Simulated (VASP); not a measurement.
# HfO2 (Fm-3m) in VASP: a series of runs

The runs below take HfO2 through relaxation of cell and atoms, single point, with PBEsol.

All numbers are computed with VASP 6.6.1; they aren't measurements. Logs are shortened: lines on timing, memory, paths and dates and some standing lists are left out, and cuts for length are marked.

### Step 1. The cell of the first run

The structure is cubic, space group Fm-3m (No. 225). The conventional cell has a = 5.044 Å, b = 5.044 Å, c = 5.044 Å, α = 90.00°, β = 90.00°, γ = 90.00°. Hf (site symmetry m-3m) has 8 O at 2.18 Å within 2.9 Å. O (site symmetry -43m) has 4 Hf at 2.18 Å and 6 O at 2.52 Å within 2.9 Å.

### Step 2. Relaxation of cell and atoms, PBEsol, target pressure 25 GPa, at which the enthalpy is minimised

INCAR

```
SYSTEM = HfO2
PREC = Accurate
ENCUT = 600
EDIFF = 1E-6
ISMEAR = 0
SIGMA = 0.01
LREAL = .FALSE.
LASPH = .TRUE.
NELM = 80
ALGO = Normal
ISIF = 3
LWAVE = .FALSE.
LCHARG = .FALSE.
GGA = PS
IBRION = 2
NSW = 80
EDIFFG = -0.001
PSTRESS = 250.0
```

KPOINTS

```
Automatic mesh
0
G
  8 8 8
  0 0 0
```

POSCAR

```
HfO2
1.0
    0.0000000000      2.5218796372      2.5218796372
    2.5218796372      0.0000000000      2.5218796372
    2.5218796372      2.5218796372      0.0000000000
Hf O
1 2
Direct
    0.0000000000      0.0000000000      0.0000000000
    0.2500000000      0.2500000000      0.2500000000
    0.7500000000      0.7500000000      0.7500000000
```

Potentials or basis: VASP PAW PBE potentials, release 64 (Hf_pv, O).

Started as:

```console
$ cat potpaw_PBE.64/Hf_pv/POTCAR potpaw_PBE.64/O/POTCAR > POTCAR
$ mpirun -np 1 vasp_std > vasp.out
```

OUTCAR:

```text
SYSTEM = HfO2
   PREC = Accurate
   ENCUT = 600
   EDIFF = 1E-6
   ISMEAR = 0
   LREAL = .FALSE.
   LASPH = .TRUE.
   NELM = 80
   ISIF = 3
   GGA = PS
   IBRION = 2
   NSW = 80
   EDIFFG = -0.001
   PSTRESS = 250.0

 ion  position               nearest neighbor table
   1  0.000  0.000  0.000-   2 2.18   3 2.18   3 2.18   3 2.18   3 2.18   2 2.18   2 2.18   2 2.18

   2  0.250  0.250  0.250-   1 2.18   1 2.18   1 2.18   1 2.18
   3  0.750  0.750  0.750-   1 2.18   1 2.18   1 2.18   1 2.18

  LATTYP: Found a face centered cubic cell.
 ALAT       =     5.0437592744

  Lattice vectors:

 A1 = (   0.0000000000,   2.5218796372,   2.5218796372)
 A2 = (   2.5218796372,   0.0000000000,   2.5218796372)
 A3 = (   2.5218796372,   2.5218796372,   0.0000000000)

Analysis of symmetry for initial positions (statically):
=====================================================================
 Subroutine PRICEL returns:
 Original cell was already a primitive cell.

 Routine SETGRP: Setting up the symmetry group for a
 face centered cubic supercell.

 Subroutine GETGRP returns: Found 48 space group operations
 (whereof 48 operations were pure point group operations)
 out of a pool of 48 trial point group operations.

The static configuration has the point symmetry O_h .

Analysis of symmetry for dynamics (positions and initial velocities):
=====================================================================
 Subroutine PRICEL returns:
 Original cell was already a primitive cell.

 Routine SETGRP: Setting up the symmetry group for a
 face centered cubic supercell.

 Subroutine GETGRP returns: Found 48 space group operations
 (whereof 48 operations were pure point group operations)
 out of a pool of 48 trial point group operations.

The dynamic configuration has the point symmetry O_h .

 Subroutine INISYM returns: Found 48 space group operations
 (whereof 48 operations are pure point group operations),
 and found     1 'primitive' translations

----------------------------------------------------------------------------------------

                                     Primitive cell

  volume of cell :      32.0777

  direct lattice vectors                    reciprocal lattice vectors
     0.000000000  2.521879637  2.521879637    -0.198264815  0.198264815  0.198264815
     2.521879637  0.000000000  2.521879637     0.198264815 -0.198264815  0.198264815
     2.521879637  2.521879637  0.000000000     0.198264815  0.198264815 -0.198264815

  length of vectors
     3.566476386  3.566476386  3.566476386     0.343404733  0.343404733  0.343404733

  position of ions in fractional coordinates (direct lattice)
     0.000000000  0.000000000  0.000000000
     0.250000000  0.250000000  0.250000000
     0.750000000  0.750000000  0.750000000

  ion indices of the primitive-cell ions
   primitive index   ion index
                 1           1
                 2           2
                 3           3

----------------------------------------------------------------------------------------

 KPOINTS: Automatic mesh

Automatic generation of k-mesh.
 Grid dimensions read from file:
 generate k-points for:    8    8    8

 Generating k-lattice:

  Cartesian coordinates                     Fractional coordinates (reciprocal lattice)
    -0.024783102  0.024783102  0.024783102     0.125000000  0.000000000  0.000000000
     0.024783102 -0.024783102  0.024783102     0.000000000  0.125000000  0.000000000
     0.024783102  0.024783102 -0.024783102     0.000000000  0.000000000  0.125000000

  Length of vectors
     0.042925592  0.042925592  0.042925592

  Shift w.r.t. Gamma in fractional coordinates (k-lattice)
     0.000000000  0.000000000  0.000000000

 Subroutine IBZKPT returns following result:
 ===========================================

 Found     29 irreducible k-points:

 Following reciprocal coordinates:
            Coordinates               Weight
  0.000000  0.000000  0.000000      1.000000
  0.125000  0.000000  0.000000      8.000000
  0.250000  0.000000  0.000000      8.000000
  0.375000  0.000000  0.000000      8.000000
  0.500000  0.000000  0.000000      4.000000
  0.125000  0.125000  0.000000      6.000000
[... 16 lines left out ...]
  0.500000  0.250000  0.125000     48.000000
 -0.375000  0.250000  0.125000     24.000000
 [... further k-points ...]
   k-points           NKPTS =     29   k-points in BZ     NKDIM =     29   number of bands    NBANDS=     15
   number of dos      NEDOS =    301   number of ions     NIONS =      3
   total plane-waves  NPLWV =  21952
   dimension x,y,z NGX =    28 NGY =   28 NGZ =   28
   dimension x,y,z NGXF=    56 NGYF=   56 NGZF=   56
   ions per type =               1   2
   NGX,Y,Z   is equivalent  to a cutoff of  13.05, 13.05, 13.05 a.u.
   NGXF,Y,Z  is equivalent  to a cutoff of  26.10, 26.10, 26.10 a.u.
 SYSTEM =  HfO2
   PREC   = accura    normal or accurate (medium, high low for compatibility)
   ISTART =      0    job   : 0-new  1-cont  2-samecut
   ICHARG =      2    charge: 1-file 2-atom 10-const
   ISPIN  =      1    spin polarized calculation?
   LNONCOLLINEAR =      F non collinear calculations
   LSORBIT =      F    spin-orbit coupling
   LASPH  =      T    aspherical Exc in radial PAW
   ENCUT  =  600.0 eV  44.10 Ry    6.64 a.u.   7.12  7.12  7.12*2*pi/ulx,y,z
   NELM   =     80;   NELMIN=  2; NELMDL= -5     # of ELM steps
   EDIFF  = 0.1E-05   stopping-criterion for ELM
   LREAL  =      F    real-space projection
   EDIFFG = -.1E-02   stopping-criterion for IOM
   NSW    =     80    number of steps for IOM
   IBRION =      2    ionic relax: 0-MD 1-quasi-New 2-CG
   NFREE  =      1    steps in history (QN), initial steepest desc. (CG)
   ISIF   =      3    stress and relaxation
   ISYM   =      2    0-nonsym 1-usesym 2-fastsym
   POTIM  = 0.5000    time-step for ionic-motion
   TEBEG  =    0.0;   TEEND  =   0.0 temperature during run
   PSTRESS=  250.0 pullay stress
   NELECT =      22.0000    total number of electrons
   NUPDOWN=      -1.0000    fix difference up-down
   EMIN   =  10.00;   EMAX   =-10.00  energy-range for DOS
   EFERMI =   0.00;   METHOD = LEGACY
   ISMEAR =     0;   SIGMA  =   0.01  broadening in eV -4-tet -1-fermi 0-gaus
   EFERMI_NEDOS =   21; number of points for ismear=-14 and -15
   IALGO  =     38    algorithm
   IMIX   =      4    mixing-type and parameters
     AMIX     =   0.40;   BMIX     =  1.00
     AMIX_MAG =   1.60;   BMIX_MAG =  1.00
  volume/ion in A,a.u.               =      10.69        72.16
  Fermi-wavevector in a.u.,A,eV,Ry     =   1.443715  2.728225 28.358787  2.084312
  Thomas-Fermi vector in A             =   2.562091
   LORBIT       =      0    0 simple, 1 ext, 2 COOP (PROOUT), +10 PAW based schemes
   GGA     = PS    functional components
   LHFCALC =     F    Hartree Fock is set to
   AEXX    =    0.0000 exact exchange contribution
   IVDW    =     0    specifies the selected vdW correction
   LEPSILON=     F    determine dielectric tensor
   LRPA    =     F    only Hartree local field effects (RPA)
 conjugate gradient relaxation of ions
 non-spin polarized calculation
 Gauss-broadening in eV      SIGMA  =   0.01
  energy-cutoff  :      600.00
  volume of cell :       32.08
 maximum number of plane-waves:      1090
   NGX = 15   NGY = 15   NGZ = 15

--------------------------------------- Ionic step        1  -------------------------------------------

 number of electron      21.9999993 magnetization

 Free energy of the ion-electron system (eV)
  ---------------------------------------------------
  ext. energy  EPLUGINS =         0.00000000
  ---------------------------------------------------
  free energy    TOTEN  =       -31.63718785 eV

  energy without entropy =      -31.63718785  energy(sigma->0) =      -31.63718785

------------------------ aborting loop because EDIFF is reached ----------------------------------------

  FORCE on cell =-STRESS in cart. coord.  units (eV):
  Direction    XX          YY          ZZ          XY          YZ          ZX
  --------------------------------------------------------------------------------------
  -------------------------------------------------------------------------------------
  Total       -0.7850019     -0.7850019     -0.7850019      0.0000000      0.0000000      0.0000000
  in kB      -39.2083197    -39.2083197    -39.2083197      0.0000000      0.0000000      0.0000000
  external PRESSURE =    -289.2083197 kB  Pullay stress =     250.0000000 kB

 VOLUME and BASIS-vectors are now :
 -----------------------------------------------------------------------------
  energy-cutoff  :      600.00
  volume of cell :       32.08
      direct lattice vectors                 reciprocal lattice vectors
     0.000000000  2.521879637  2.521879637    -0.198264815  0.198264815  0.198264815
     2.521879637  0.000000000  2.521879637     0.198264815 -0.198264815  0.198264815
     2.521879637  2.521879637  0.000000000     0.198264815  0.198264815 -0.198264815
[... 204 lines left out ...]
  FREE ENERGIE OF THE ION-ELECTRON SYSTEM (eV)
  ---------------------------------------------------
  free  energy   TOTEN  =       -31.4749365007 eV

  energy  without entropy=      -31.4749365007  energy(sigma->0) =      -31.47493650

  enthalpy is  TOTEN    =       -26.9088397814 eV   P V=        4.5660967193

--------------------------------------- Ionic step        7  -------------------------------------------

 number of electron      22.0000008 magnetization

 Free energy of the ion-electron system (eV)
  ---------------------------------------------------
  ext. energy  EPLUGINS =         0.00000000
  ---------------------------------------------------
  free energy    TOTEN  =       -31.47084580 eV

  energy without entropy =      -31.47084580  energy(sigma->0) =      -31.47084580

 E-fermi :   5.1399     XC(G=0): -12.6938

 val. band max:        5.0996764113   @ k =   0.5000   0.5000   0.0000
 cond. band min:       9.0492829431   @ k =   0.5000   0.5000   0.0000
 fundamental gap:      3.9496065319
 Fermi energy:         5.1399070564

 k-point     1 :       0.0000    0.0000    0.0000
  band No.  band energies     occupation
      1     -24.0497      2.00000
      2     -24.0497      2.00000
      3     -24.0497      2.00000
      4     -14.2985      2.00000
      5     -10.6228      2.00000
      6      -1.0128      2.00000
      7      -1.0128      2.00000
      8      -1.0128      2.00000
      9       4.4277      2.00000
     10       4.4277      2.00000
     11       4.4277      2.00000
     12       9.1103      0.00000
     13       9.1103      0.00000
     14      11.6120      0.00000
     15      16.9482      0.00000
[... 397 lines left out ...]
 k-point    24 :      -0.3750    0.2500    0.1250
  band No.  band energies     occupation
      1     -24.6754      2.00000
      2     -24.3434      2.00000
      3     -24.1771      2.00000
      4     -12.3597      2.00000
      5     -11.5409      2.00000
      6      -0.3565      2.00000
      7       0.1493      2.00000
      8       1.1087      2.00000
      9       2.6732      2.00000
     10       3.5751      2.00000
     11       3.7639      2.00000
     12       9.9756      0.00000
     13      10.5057      0.00000
     14      13.0959      0.00000
     15      14.1357      0.00000

 [... further k-points ...]

------------------------ aborting loop because EDIFF is reached ----------------------------------------

  FORCE on cell =-STRESS in cart. coord.  units (eV):
  Direction    XX          YY          ZZ          XY          YZ          ZX
  --------------------------------------------------------------------------------------
  -------------------------------------------------------------------------------------
  Total        4.5626661      4.5626661      4.5626661      0.0000000      0.0000000      0.0000000
  in kB      250.0377242    250.0377242    250.0377242      0.0000000      0.0000000      0.0000000
  external PRESSURE =       0.0377242 kB  Pullay stress =     250.0000000 kB

 VOLUME and BASIS-vectors are now :
 -----------------------------------------------------------------------------
  energy-cutoff  :      600.00
  volume of cell :       29.24
      direct lattice vectors                 reciprocal lattice vectors
    -0.000000000  2.445107239  2.445107239    -0.204490008  0.204490008  0.204490008
     2.445107239  0.000000000  2.445107239     0.204490008 -0.204490008  0.204490008
     2.445107239  2.445107239 -0.000000000     0.204490008  0.204490008 -0.204490008

 POSITION                                       TOTAL-FORCE (eV/Angst)
 -----------------------------------------------------------------------------------
      0.00000      0.00000      0.00000         0.000000      0.000000     -0.000000
      1.22255      1.22255      1.22255        -0.000000     -0.000000     -0.000000
      3.66766      3.66766      3.66766         0.000000     -0.000000      0.000000
 -----------------------------------------------------------------------------------
    total drift:                                0.000000      0.000000      0.000000

  FREE ENERGIE OF THE ION-ELECTRON SYSTEM (eV)
  ---------------------------------------------------
  free  energy   TOTEN  =       -31.4708458012 eV

  energy  without entropy=      -31.4708458012  energy(sigma->0) =      -31.47084580

  enthalpy is  TOTEN    =       -26.9088681188 eV   P V=        4.5619776824

 reached required accuracy - stopping structural energy minimisation
```

It took 42 s on 1 thread of Intel Xeon 6975P-C (Granite Rapids), shared host; peak memory 0.17 GiB.

What came out:

```
Free energy                                            : -31.4708 eV
Relaxed volume                                         : 9.75 Å³/atom
Relaxed cell                                           : a = 3.458 Å, b = 3.458 Å, c = 3.458 Å, α = 60.00°, β = 60.00°, γ = 60.00°
Space group after relaxing (to 0.05 Å)                 : Fm-3m (No. 225)
Energy change on relaxing (the enthalpy is what falls) : +55.4 meV/atom
Ionic steps                                            : 7
Pressure after relaxing                                : 25.0 GPa
Band gap on the k mesh                                 : 3.95 eV, direct
```

Step by step:
```
step  energy change (eV)  largest force (eV/Å)  pressure (GPa)  volume (Å³)
   1              0.0000                0.0000           -3.92        32.08
   2              2.5673                0.0000          137.13        23.93
   3              0.1380                0.0000           22.60        29.43
   4              0.1601                0.0000           24.49        29.28
   5              0.1686                0.0000           25.18        29.22
   6              0.1623                0.0000           24.66        29.26
   7              0.1663                0.0000           25.00        29.24
```

Final structure:
```xyz
3
Lattice="0.0000 2.4451 2.4451 2.4451 0.0000 2.4451 2.4451 2.4451 0.0000" Properties=species:S:1:pos:R:3 pbc="T T T"
Hf    0.0000    0.0000    0.0000
O     1.2226    1.2226    1.2226
O     3.6677    3.6677    3.6677
```

Caveat: the cell is relaxed towards a set pressure, so the enthalpy falls and the energy may rise; the PAW data sets were made with another functional, which shifts forces and pressure a little; spin-orbit coupling is left out, which moves the levels of the heavy elements. A k mesh can miss the band edges.

(Continued in part 2 of 2.)
